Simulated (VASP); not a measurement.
# Re (Fm-3m) in VASP: notebook

Re is run at these levels: PBEsol, PBE; tasks: single point.

Program: VASP 6.6.1. These are calculated values, not measurements. Logs are shortened: lines on timing, memory, paths and dates and some standing lists are left out, and cuts for length are marked.

## Step 1: The cell of the first run

Symmetry: Fm-3m, No. 225, cubic system. The conventional cell has a = 3.950 Å, b = 3.950 Å, c = 3.950 Å, α = 90.00°, β = 90.00°, γ = 90.00°. Re (site symmetry m-3m) has 12 Re at 2.79 Å within 3.7 Å.

This isn't the form of Re at room conditions, which is hcp.

## Step 2: Single point, PBEsol

File INCAR:

```
PREC     = Accurate       # precision mode
ENCUT    = 520            # plane-wave cutoff, eV
EDIFF    = 1E-7           # SCF threshold, eV
ISMEAR   = -1             # smearing method
SIGMA    = 0.05           # smearing width, eV
LREAL    = F              # projectors in reciprocal space
LASPH    = T              # aspherical terms in the spheres
NELM     = 100            # most SCF steps
ALGO     = Normal         # electronic algorithm
ISIF     = 2              # what is computed and relaxed
LWAVE    = F              # write WAVECAR
LCHARG   = F              # write CHGCAR
GGA      = PS             # functional
NBANDS   = 10             # bands
```

File KPOINTS:

```
regular mesh
0
Gamma
  14 14 14
```

File POSCAR:

```
Re
1.0
    0.0000000000      1.9750000000      1.9750000000
    1.9750000000      0.0000000000      1.9750000000
    1.9750000000      1.9750000000      0.0000000000
Re
1
Direct
    0.0000000000      0.0000000000      0.0000000000
```

Potentials or basis: VASP PAW PBE potentials, release 64 (Re).

Started as:

```sh
$ cat potpaw_PBE.64/Re/POTCAR > POTCAR
$ mpirun -np 1 vasp_std > vasp.out
```

OUTCAR:

```text
PREC = Accurate
   ENCUT = 520
   EDIFF = 1E-7
   ISMEAR = -1
   LREAL = F
   LASPH = T
   NELM = 100
   ISIF = 2
   GGA = PS

 ion  position               nearest neighbor table
   1  0.000  0.000  0.000-

  LATTYP: Found a face centered cubic cell.
 ALAT       =     3.9500000000

  Lattice vectors:

 A1 = (   0.0000000000,   1.9750000000,   1.9750000000)
 A2 = (   1.9750000000,   0.0000000000,   1.9750000000)
 A3 = (   1.9750000000,   1.9750000000,   0.0000000000)

Analysis of symmetry for initial positions (statically):
=====================================================================
 Subroutine PRICEL returns:
 Original cell was already a primitive cell.

 Routine SETGRP: Setting up the symmetry group for a
 face centered cubic supercell.

 Subroutine GETGRP returns: Found 48 space group operations
 (whereof 48 operations were pure point group operations)
 out of a pool of 48 trial point group operations.

The static configuration has the point symmetry O_h .

Analysis of symmetry for dynamics (positions and initial velocities):
=====================================================================
 Subroutine PRICEL returns:
 Original cell was already a primitive cell.

 Routine SETGRP: Setting up the symmetry group for a
 face centered cubic supercell.

 Subroutine GETGRP returns: Found 48 space group operations
 (whereof 48 operations were pure point group operations)
 out of a pool of 48 trial point group operations.

The dynamic configuration has the point symmetry O_h .

 Subroutine INISYM returns: Found 48 space group operations
 (whereof 48 operations are pure point group operations),
 and found     1 'primitive' translations

----------------------------------------------------------------------------------------

                                     Primitive cell

  volume of cell :      15.4075

  direct lattice vectors                    reciprocal lattice vectors
     0.000000000  1.975000000  1.975000000    -0.253164557  0.253164557  0.253164557
     1.975000000  0.000000000  1.975000000     0.253164557 -0.253164557  0.253164557
     1.975000000  1.975000000  0.000000000     0.253164557  0.253164557 -0.253164557

  length of vectors
     2.793071786  2.793071786  2.793071786     0.438493875  0.438493875  0.438493875

  position of ions in fractional coordinates (direct lattice)
     0.000000000  0.000000000  0.000000000

  ion indices of the primitive-cell ions
   primitive index   ion index
                 1           1

----------------------------------------------------------------------------------------

 KPOINTS: regular mesh

Automatic generation of k-mesh.
 Grid dimensions read from file:
 generate k-points for:   14   14   14

 Generating k-lattice:

  Cartesian coordinates                     Fractional coordinates (reciprocal lattice)
    -0.018083183  0.018083183  0.018083183     0.071428571  0.000000000  0.000000000
     0.018083183 -0.018083183  0.018083183     0.000000000  0.071428571  0.000000000
     0.018083183  0.018083183 -0.018083183     0.000000000  0.000000000  0.071428571

  Length of vectors
     0.031320991  0.031320991  0.031320991

  Shift w.r.t. Gamma in fractional coordinates (k-lattice)
     0.000000000  0.000000000  0.000000000

 Subroutine IBZKPT returns following result:
 ===========================================

 Found    104 irreducible k-points:

 Following reciprocal coordinates:
            Coordinates               Weight
  0.000000  0.000000  0.000000      1.000000
  0.071429  0.000000  0.000000      8.000000
  0.142857  0.000000  0.000000      8.000000
  0.214286  0.000000  0.000000      8.000000
  0.285714  0.000000  0.000000      8.000000
  0.357143  0.000000  0.000000      8.000000
[... 16 lines left out ...]
  0.214286  0.142857  0.000000     24.000000
  0.285714  0.142857  0.000000     24.000000
 [... further k-points ...]
   k-points           NKPTS =    104   k-points in BZ     NKDIM =    104   number of bands    NBANDS=     10
   number of dos      NEDOS =    301   number of ions     NIONS =      1
   total plane-waves  NPLWV =  13824
   dimension x,y,z NGX =    24 NGY =   24 NGZ =   24
   dimension x,y,z NGXF=    48 NGYF=   48 NGZF=   48
   ions per type =               1
   NGX,Y,Z   is equivalent  to a cutoff of  14.28, 14.28, 14.28 a.u.
   NGXF,Y,Z  is equivalent  to a cutoff of  28.57, 28.57, 28.57 a.u.
 SYSTEM =  unknown system
   PREC   = accura    normal or accurate (medium, high low for compatibility)
   ISTART =      0    job   : 0-new  1-cont  2-samecut
   ICHARG =      2    charge: 1-file 2-atom 10-const
   ISPIN  =      1    spin polarized calculation?
   LNONCOLLINEAR =      F non collinear calculations
   LSORBIT =      F    spin-orbit coupling
   LASPH  =      T    aspherical Exc in radial PAW
   ENCUT  =  520.0 eV  38.22 Ry    6.18 a.u.   5.19  5.19  5.19*2*pi/ulx,y,z
   NELM   =    100;   NELMIN=  2; NELMDL= -5     # of ELM steps
   EDIFF  = 0.1E-06   stopping-criterion for ELM
   LREAL  =      F    real-space projection
   EDIFFG = 0.1E-05   stopping-criterion for IOM
   NSW    =      0    number of steps for IOM
   IBRION =     -1    ionic relax: 0-MD 1-quasi-New 2-CG
   NFREE  =      0    steps in history (QN), initial steepest desc. (CG)
   ISIF   =      2    stress and relaxation
   ISYM   =      2    0-nonsym 1-usesym 2-fastsym
   POTIM  = 0.5000    time-step for ionic-motion
   TEBEG  =    0.0;   TEEND  =   0.0 temperature during run
   PSTRESS=    0.0 pullay stress
   NELECT =       7.0000    total number of electrons
   NUPDOWN=      -1.0000    fix difference up-down
   EMIN   =  10.00;   EMAX   =-10.00  energy-range for DOS
   EFERMI =   0.00;   METHOD = LEGACY
   ISMEAR =    -1;   SIGMA  =   0.05  broadening in eV -4-tet -1-fermi 0-gaus
   EFERMI_NEDOS =   21; number of points for ismear=-14 and -15
   IALGO  =     38    algorithm
   IMIX   =      4    mixing-type and parameters
     AMIX     =   0.40;   BMIX     =  1.00
     AMIX_MAG =   1.60;   BMIX_MAG =  1.00
  volume/ion in A,a.u.               =      15.41       103.97
  Fermi-wavevector in a.u.,A,eV,Ry     =   1.258531  2.378278 21.550255  1.583899
  Thomas-Fermi vector in A             =   2.392135
   LORBIT       =      0    0 simple, 1 ext, 2 COOP (PROOUT), +10 PAW based schemes
   GGA     = PS    functional components
   LHFCALC =     F    Hartree Fock is set to
   AEXX    =    0.0000 exact exchange contribution
   IVDW    =     0    specifies the selected vdW correction
   LEPSILON=     F    determine dielectric tensor
   LRPA    =     F    only Hartree local field effects (RPA)
 non-spin polarized calculation
  energy-cutoff  :      520.00
  volume of cell :       15.41
 maximum number of plane-waves:       428
 NGX is ok and might be reduce to    24
   NGX = 11   NGY = 11   NGZ = 11

 number of electron       7.0000000 magnetization

 Free energy of the ion-electron system (eV)
  ---------------------------------------------------
  ext. energy  EPLUGINS =         0.00000000
  ---------------------------------------------------
  free energy    TOTEN  =       -13.25074460 eV

  energy without entropy =      -13.24086231  energy(sigma->0) =      -13.24580346

 E-fermi :   7.4079     XC(G=0): -13.5690

 val. band max:        7.3896414304   @ k =  -0.4286   0.4286   0.0714
 cond. band min:       7.4347932864   @ k =  -0.1429   0.1429   0.0000
 fundamental gap:      0.0451518560
 Fermi energy:         7.4079292848

 k-point     1 :       0.0000    0.0000    0.0000
  band No.  band energies     occupation
      1      -2.4173      2.00000
      2       5.6261      2.00000
      3       5.6261      2.00000
      4       5.6261      2.00000
      5       8.5977      0.00000
      6       8.5977      0.00000
      7      21.3269      0.00000
      8      26.6949      0.00000
      9      26.6949      0.00000
     10      26.6949      0.00000

 k-point     2 :       0.0714    0.0000    0.0000
  band No.  band energies     occupation
      1      -2.1924      2.00000
      2       5.4769      2.00000
      3       5.7300      2.00000
      4       5.7300      2.00000
      5       8.5174      0.00000
      6       8.5174      0.00000
      7      21.7580      0.00000
      8      25.5946      0.00000
      9      27.1011      0.00000
     10      27.1011      0.00000

 k-point     3 :       0.1429    0.0000    0.0000
  band No.  band energies     occupation
      1      -1.5572      2.00000
      2       5.1291      2.00000
      3       5.9692      2.00000
      4       5.9692      2.00000
      5       8.3853      0.00000
      6       8.3853      0.00000
      7      22.7789      0.00000
      8      23.9298      0.00000
      9      28.2579      0.00000
     10      28.2579      0.00000

 k-point     4 :       0.2143    0.0000    0.0000
  band No.  band energies     occupation
      1      -0.6531      2.00000
      2       4.8369      2.00000
      3       6.1077      2.00000
      4       6.1077      2.00000
      5       8.5089      0.00000
      6       8.5089      0.00000
      7      21.9083      0.00000
      8      24.4203      0.00000
      9      29.9949      0.00000
     10      29.9949      0.00000

 k-point     5 :       0.2857    0.0000    0.0000
  band No.  band energies     occupation
      1       0.2183      2.00000
      2       4.9587      2.00000
      3       5.9717      2.00000
      4       5.9717      2.00000
      5       9.0971      0.00000
      6       9.0971      0.00000
      7      20.4116      0.00000
      8      24.2671      0.00000
      9      31.2679      0.00000
     10      31.4159      0.00000

 k-point     6 :       0.3571    0.0000    0.0000
  band No.  band energies     occupation
      1       0.7089      2.00000
      2       5.7140      2.00000
      3       5.7140      2.00000
      4       5.7725      2.00000
      5       9.9402      0.00000
      6       9.9402      0.00000
      7      18.9351      0.00000
      8      22.5487      0.00000
      9      29.3540      0.00000
     10      29.3540      0.00000
[... 183 lines left out ...]
 k-point    21 :      -0.0714    0.0714    0.0000
  band No.  band energies     occupation
      1      -1.8287      2.00000
      2       5.2251      2.00000
      3       5.8797      2.00000
      4       5.9282      2.00000
      5       8.1938      0.00000
      6       8.6331      0.00000
      7      22.4305      0.00000
      8      24.7378      0.00000
      9      27.0261      0.00000
     10      28.0979      0.00000

 k-point    22 :       0.1429    0.1429    0.0000
  band No.  band energies     occupation
      1      -1.2644      2.00000
      2       4.6733      2.00000
      3       6.3432      2.00000
      4       6.3432      2.00000
      5       7.4407      0.68318
      6       8.9802      0.00000
      7      23.5077      0.00000
      8      25.1373      0.00000
      9      27.1644      0.00000
     10      27.1644      0.00000

 k-point    23 :       0.2143    0.1429    0.0000
  band No.  band energies     occupation
      1      -0.5638      2.00000
      2       4.2804      2.00000
      3       6.4251      2.00000
      4       6.6770      2.00000
      5       7.3432      1.57005
      6       9.1957      0.00000
      7      24.0846      0.00000
      8      24.7644      0.00000
      9      27.4289      0.00000
     10      27.9573      0.00000

 k-point    24 :       0.2857    0.1429    0.0000
  band No.  band energies     occupation
      1       0.3338      2.00000
      2       4.0363      2.00000
      3       5.8951      2.00000
      4       6.7943      1.99999
      5       8.1792      0.00000
      6       9.6445      0.00000
      7      22.5157      0.00000
      8      25.5791      0.00000
      9      27.6545      0.00000
     10      28.2991      0.00000

 [... further k-points ...]

------------------------ aborting loop because EDIFF is reached ----------------------------------------

  FORCE on cell =-STRESS in cart. coord.  units (eV):
  Direction    XX          YY          ZZ          XY          YZ          ZX
  --------------------------------------------------------------------------------------
  -------------------------------------------------------------------------------------
  Total       -1.8216651     -1.8216651     -1.8216651      0.0000000      0.0000000     -0.0000000
  in kB     -189.4295936   -189.4295936   -189.4295936      0.0000000      0.0000000     -0.0000000
  external PRESSURE =    -189.4295936 kB  Pullay stress =       0.0000000 kB

 VOLUME and BASIS-vectors are now :
 -----------------------------------------------------------------------------
  energy-cutoff  :      520.00
  volume of cell :       15.41
      direct lattice vectors                 reciprocal lattice vectors
     0.000000000  1.975000000  1.975000000    -0.253164557  0.253164557  0.253164557
     1.975000000  0.000000000  1.975000000     0.253164557 -0.253164557  0.253164557
     1.975000000  1.975000000  0.000000000     0.253164557  0.253164557 -0.253164557

 POSITION                                       TOTAL-FORCE (eV/Angst)
 -----------------------------------------------------------------------------------
      0.00000      0.00000      0.00000        -0.000000     -0.000000     -0.000000
 -----------------------------------------------------------------------------------
    total drift:                               -0.000000      0.000000     -0.000000

  FREE ENERGIE OF THE ION-ELECTRON SYSTEM (eV)
  ---------------------------------------------------
  free  energy   TOTEN  =       -13.2507446012 eV

  energy  without entropy=      -13.2408623098  energy(sigma->0) =      -13.24580346
```

Wall time 15 s (1 thread of Intel Xeon Platinum 8259CL at 2.50GHz (Skylake/Cascade Lake), shared host); peak memory 0.15 GiB.

What came out:

```yaml
Free_energy: -13.2507 eV
Pressure: -18.9 GPa
Band_gap_on_the_k_mesh: zero (an odd number of electrons rules out a gap without spin polarisation)
```

Caveat: the cell stands under tension; the PAW data sets were made with another functional, which shifts forces and pressure a little; spin-orbit coupling is left out, which moves the levels of the heavy elements.

## Step 3: Single point, PBE

File INCAR:

```
  PREC = Accurate
  ENCUT = 520
  EDIFF = 1E-6
  ISMEAR = -1
  SIGMA = 0.05
  LREAL = False
  LASPH = True
  NELM = 80
  ALGO = Normal
  ISIF = 2
  LWAVE = False
  LCHARG = True
  GGA = PE
  LELF = True
  LVHAR = True
  NBANDS = 10
```

KPOINTS is that of step 2.

POSCAR is that of step 2.

Potentials or basis: VASP PAW PBE potentials, release 64 (Re).

Started as:

```sh
$ cat potpaw_PBE.64/Re/POTCAR > POTCAR
$ mpirun -np 1 vasp_std > vasp.out
```

Run time: 13 s. Hardware: 1 thread of Intel Xeon Platinum 8259CL at 2.50GHz (Skylake/Cascade Lake), shared host; peak memory 0.15 GiB.

Results (log left out):

* Free energy: -12.3478 eV
* Pressure: -9.8 GPa
* Band gap on the k mesh: zero (an odd number of electrons rules out a gap without spin polarisation)

Levels at points of the mesh, in eV from the Fermi level:
| k point | band 2 | band 3 | band 4 | band 5 | band 6 | band 7 |
| --- | --- | --- | --- | --- | --- | --- |
| (0.00, 0.00, 0.00) | -1.78 | -1.78 | -1.78 | 1.19 | 1.19 | 13.88 |
| (0.50, 0.00, 0.00) | -1.97 | -1.97 | 0.16 | 3.56 | 3.56 | 9.32 |
| (0.50, 0.50, 0.00) | -5.59 | 2.62 | 3.51 | 4.26 | 4.26 | 11.92 |

Caveat: the cell stands under tension; spin-orbit coupling is left out, which moves the levels of the heavy elements.
